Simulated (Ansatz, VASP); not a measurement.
**One calculation of W2AuN3, two programs**

File INCAR:

```
PREC = Accurate
ENCUT = 600
EDIFF = 1E-7
ISMEAR = 0
SIGMA = 0.15
LREAL = False
LASPH = True
NELM = 120
ALGO = Normal
ISIF = 3
LWAVE = False
LCHARG = False
GGA = PE
IBRION = 2
NSW = 36
EDIFFG = -0.08
GGA_COMPAT = False
NELMIN = 4
```

KPOINTS

```
Automatic mesh
0
Gamma
  5 5 1
```

The input POSCAR:

```
W2AuN3
1.0
    2.7736198400      0.0000000000      0.0000000000
   -1.3868099200      2.4020252400      0.0000000000
    0.0000000000      0.0000000000     11.5745699400
W Au N
2 1 3
Direct
    0.3333333300      0.6666666700      0.7488420000
    0.6666666700      0.3333333300      0.2620630000
    0.3333333300      0.6666666700      0.1190370000
    0.6666666700      0.3333333300      0.8612840200
    0.6666666700      0.3333333300      0.6362540100
    0.3333333300      0.6666666700      0.3725189900
```

Input for Ansatz:

```yaml
crystal:
  lattice:
    - [2.77361984, 0.0, 0.0]
    - [-1.38680992, 2.40202524, 0.0]
    - [0.0, 0.0, 11.57456994]
  atoms:
    - { symbol: W, position: [0.33333333, 0.66666667, 0.748842] }
    - { symbol: W, position: [0.66666667, 0.33333333, 0.262063] }
    - { symbol: Au, position: [0.33333333, 0.66666667, 0.119037] }
    - { symbol: "N", position: [0.66666667, 0.33333333, 0.86128402] }
    - { symbol: "N", position: [0.66666667, 0.33333333, 0.63625401] }
    - { symbol: "N", position: [0.33333333, 0.66666667, 0.37251899] }
basis:
  ecutwfc: 420
kpoints:
  mp_grid: { grid: [5, 5, 1] }
hamiltonian:
  xc: pbe
scf:
  occupations: { method: gaussian, width: 0.15 }
  lower_state_search: "off"
output:
  forces: true
  stress: true
  eigenvalues: true
relax:
  adjacent_minimum: "off"
  f_tol: 0.08
  max_steps: 16
  cell: { stress_tol: 0.8 }
```

Change from the starting cell: species swapped into the TeMo2S3 type (P3m1, No. 156).

Alike in both runs: task relaxation of cell and atoms; functional PBE; k mesh 5 × 5 × 1; occupations gaussian, width 0.15 eV; no spin polarisation.

|  | VASP | Ansatz |
| --- | --- | --- |
| version | VASP 6.6.1 | Ansatz 0.2.0 |
| potentials or method | VASP PAW PBE potentials, release 64 (W_sv, Au, N), cutoff 600 eV | scalar-relativistic, plane waves, PAW |
| valence electrons in the cell | 54 | 62 |

```tsv
	VASP	Ansatz	Ansatz less VASP
gap on the k mesh at the Fermi level, each at its own relaxed structure (eV)	none	none	-
relaxed volume (Å³/atom)	13.20	13.07	-0.134
relaxed cell length with the largest relative difference (Å)	10.231	10.177	-0.0541
```

A gap of «none» marks a metal or a gap that the smearing closes. VASP's potentials hold 54 valence electrons a cell and Ansatz's 62, so a difference there can come from the potentials and not from the codes.

The k mesh is coarse, so the values compare programs but aren't converged. Spin-orbit coupling is off throughout.
